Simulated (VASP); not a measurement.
## Al2Co: single point with PBE

Crystal: Al2Co.

```
CELL_PARAMETERS angstrom
2.99926 0.00000 0.00000
-1.49963 2.59743 0.00000
0.00000 0.00000 6.60041
ATOMIC_POSITIONS crystal
Al 0.00000 0.00000 0.19735
Al 0.00000 0.00000 0.80265
Co 0.00000 0.00000 0.50000
```

- Program: VASP 6.6.1
- Task: single point
- Functional: PBE
- Potentials or basis: VASP PAW PBE potentials, release 64 (Al, Co)
- Cutoff: 520 eV
- k mesh: 6 × 6 × 4
- Occupations: gaussian, width 0.1 eV
- Spin: collinear spin, ferromagnetic start
- Starting moments: [0.0, 0.0, 3.0] μB
- Dipole correction: no
- Further INCAR settings: ALGO = Normal; EDIFF = 1e-06; NBANDS = 18

```yaml
Pressure: 6.8 GPa
Largest_force: 3.519 eV/Å
Band_gap_on_the_k_mesh: zero (filled and empty bands overlap)
Net_moment: 0.99 μB per cell
Site_moments: Al +0.01; Co +0.94 μB
Valence_electrons_inside_the_program's_atomic_spheres: Al 0.83; Co 8.33
```

Forces on the atoms (eV/Å):
```
Al   0.000  0.000 -3.519
Al   0.000  0.000  3.519
Co   0.000  0.000  0.000
```

Stress tensor (GPa, compression positive):
```
-12.55   0.00   0.00
  0.00 -12.55   0.00
  0.00   0.00  45.59
```

Levels at points of the mesh, in eV from the Fermi level:
Spin up:
```
           k point  band 6  band 7  band 8  band 9  band 10  band 11
(0.00, 0.00, 0.00)   -1.57   -1.26   -1.26    3.57     5.17     9.99
(0.50, 0.00, 0.00)   -1.50   -1.18   -0.72    0.86     0.99     1.62
(0.00, 0.00, 0.50)   -1.57   -1.26   -1.26   -0.50     9.42    10.60
(0.50, 0.00, 0.50)   -1.50   -1.28   -0.72    0.50     2.05     4.04
```
Spin down:
```tsv
k point	band 5	band 6	band 7	band 8	band 9	band 10
(0.00, 0.00, 0.00)	-0.61	-0.61	-0.36	-0.36	3.62	5.32
(0.50, 0.00, 0.00)	-1.50	-1.19	-0.88	0.60	1.04	1.24
(0.00, 0.00, 0.50)	-0.61	-0.61	-0.36	-0.36	-0.23	9.49
(0.50, 0.00, 0.50)	-1.51	-0.88	-0.84	0.60	1.25	2.03
```

It took 50 s on 1 thread of Intel(R) Xeon(R) Platinum 8488C (Sapphire Rapids), on a shared host, peak memory 0.2 GiB.

Caveat: the k points lie up to 0.40 Å⁻¹ apart; forces of over 1 eV/Å act on the atoms, so gaps and moduli don't describe the material at rest.
